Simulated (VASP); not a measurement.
Crystal: GaSb.

```
Ga Sb
1.0
     0.00000    3.06000    3.06000
     3.06000    0.00000    3.06000
     3.06000    3.06000    0.00000
Ga Sb
1 1
Direct
  0.00000 0.00000 0.00000
  0.25000 0.25000 0.25000
```

* Program: VASP 6.6.1
* Task: relaxation of cell and atoms
* Functional: PBE
* Potentials or basis: VASP PAW PBE potentials, release 64 (Ga_d, Sb)
* Cutoff: 500 eV
* k mesh: 6 × 6 × 6
* Occupations: fermi-dirac, width 0.02 eV
* Spin: no spin polarisation

At the start: pressure 2.4 GPa; volume 28.65 Å³/atom.

Question: Where does the relaxation end?

Answer: Over 3 steps the energy falls by 10.5 meV/atom and the volume is 30.10 Å³/atom (+5.0 %); space group F-43m (No. 216, to 0.1 Å) before and after.

Step by step:
| step | energy change (eV) | largest force (eV/Å) | pressure (GPa) | volume (Å³) |
| --- | --- | --- | --- | --- |
| 1 | 0.0000 | 0.0000 | 2.40 | 57.31 |
| 2 | -0.0197 | 0.0000 | -0.54 | 60.93 |
| 3 | -0.0210 | 0.0000 | -0.04 | 60.19 |

Final structure:
```
CELL_PARAMETERS angstrom
0.00000 3.11057 3.11057
3.11057 0.00000 3.11057
3.11057 3.11057 0.00000
ATOMIC_POSITIONS crystal
Ga 0.00000 0.00000 0.00000
Sb 0.25000 0.25000 0.25000
```
